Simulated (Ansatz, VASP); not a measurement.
**Two plane-wave programs on CuO**

The input INCAR:

```
ALGO = Normal
EDIFF = 1E-7
ENCUT = 520
GGA = PE
ISIF = 2
ISMEAR = 0
LASPH = T
LCHARG = F
LREAL = F
LWAVE = F
NBANDS = 25
NELM = 60
PREC = Accurate
SIGMA = 0.15
```

File KPOINTS:

```
k-points
0
Gamma
  16 16 10
```

POSCAR

```
CuO
1.0
    1.9773488313     -1.9782980303      0.1548170333
    1.9773488313      1.9782980303      0.1548170333
   -0.3833556372      0.0000000000      4.8785102086
Cu O
2 2
Direct
    0.0000000000      0.5000000000      0.0000000000
    0.5000000000      0.0000000000      0.5000000000
    0.5000828497      0.4999171503      0.2500000000
    0.4999171503      0.5000828497      0.7500000000
```

Input for Ansatz:

```yaml
crystal:
  lattice:
    - [1.9773488313, -1.9782980303, 0.1548170333]
    - [1.9773488313, 1.9782980303, 0.1548170333]
    - [-0.3833556372, 0.0, 4.8785102086]
  atoms:
    - { symbol: Cu, position: [0.0, 0.5, 0.0] }
    - { symbol: Cu, position: [0.5, 0.0, 0.5] }
    - { symbol: O, position: [0.5000828497, 0.4999171503, 0.25] }
    - { symbol: O, position: [0.4999171503, 0.5000828497, 0.75] }
basis:
  ecutwfc: 420
kpoints:
  mp_grid: { grid: [16, 16, 10] }
hamiltonian:
  xc: pbe
scf:
  occupations: { method: gaussian, width: 0.15 }
output:
  forces: true
  stress: true
  eigenvalues: true
  write_density: true
  write_potential: true
  elf: true
  volumetric_format: npy
```

Change from the starting cell: strain -0.050 along x and y, -0.050 along z, atoms carried along.

Alike in both runs: task single point; functional PBE; k mesh 16 × 16 × 10; occupations gaussian, width 0.15 eV; no spin polarisation.

|  | VASP | Ansatz |
| --- | --- | --- |
| version | VASP 6.6.1 | Ansatz 0.2.0 |
| potentials or method | VASP PAW PBE potentials, release 64 (Cu, O), cutoff 520 eV | scalar-relativistic, plane waves, PAW |
| valence electrons in the cell | 34 | 50 |

VASP gave:

| Item | Value |
| --- | --- |
| gap on the k mesh at the Fermi level (eV) | none |
| pressure (GPa) | 34.5 |
| traceless stress, the component that is largest in VASP (GPa) | 8.86 |

Question: What did Ansatz give for the same quantities?

Answer: gap on the k mesh at the Fermi level (eV): none; pressure (GPa): 33.3; traceless stress, the component that is largest in VASP (GPa): 8.38.

A gap of «none» marks a metal or a gap that the smearing closes. Both programs put the cell under a high pressure, so it lies far from rest at this level. VASP's potentials hold 34 valence electrons a cell and Ansatz's 50, so a difference there can come from the potentials and not from the codes.
